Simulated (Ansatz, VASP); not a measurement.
## Two plane-wave programs on Re

INCAR

```
PREC = Accurate ; ENCUT = 520
EDIFF = 1E-7 ; ISMEAR = -1
SIGMA = 0.05 ; LREAL = F
LASPH = T ; NELM = 60
ALGO = Fast ; ISIF = 2
LWAVE = F ; LCHARG = T
GGA = PE ; LELF = T
LVHAR = T ; NBANDS = 22
```

KPOINTS

```
Automatic mesh
0
Gamma
  8 8 3
```

POSCAR

```
Re
1.0
    2.7663873939      0.0000000000      0.0000000000
   -1.3831936969      2.3957617598      0.0000000000
    0.0000000000      0.0000000000      8.9388451600
Re
4
Direct
    0.6666666667      0.3333333333      0.7500000000
    0.0000000000      0.0000000000      0.5000000000
    0.3333333333      0.6666666667      0.2500000000
    0.0000000000      0.0000000000      0.0000000000
```

input.yaml

```yaml
crystal:
  lattice:
    - [2.7663873939, 0.0, 0.0]
    - [-1.3831936969, 2.3957617598, 0.0]
    - [0.0, 0.0, 8.93884516]
  atoms:
    - { symbol: Re, position: [0.6666666667, 0.3333333333, 0.75] }
    - { symbol: Re, position: [0.0, 0.0, 0.5] }
    - { symbol: Re, position: [0.3333333333, 0.6666666667, 0.25] }
    - { symbol: Re, position: [0.0, 0.0, 0.0] }
hamiltonian:
  xc: pbe
  pseudopotentials: { kind: paw }
kpoints:
  mp_grid: { grid: [8, 8, 3] }
scf:
  occupations: { method: fermi_dirac, width: 0.05 }
output:
  forces: true
  stress: true
  eigenvalues: true
```

Alike in both runs: task single point; functional PBE; k mesh 8 × 8 × 3; occupations fermi-dirac, width 0.05 eV; no spin polarisation.

```csv
,VASP,Ansatz
version,VASP 6.6.1,Ansatz 0.2.0
potentials or method,"VASP PAW PBE potentials, release 64 (Re)",Ansatz PAW
plane-wave cutoff (eV),520,420
valence electrons in the cell,28,60
```

Ansatz gave:

```
gap on the k mesh at the Fermi level (eV)                     : none
pressure (GPa)                                                : 3.6
traceless stress, the component that is largest in VASP (GPa) : -0.54
```

**Question.** What did VASP give for the same quantities?

**Answer.** gap on the k mesh at the Fermi level (eV): none; pressure (GPa): 3.2; traceless stress, the component that is largest in VASP (GPa): -0.62.

A gap of «none» marks a metal or a gap that the smearing closes. VASP's potentials hold 28 valence electrons a cell and Ansatz's 60, so a difference there can come from the potentials and not from the codes.

Neither program's run includes spin-orbit coupling.
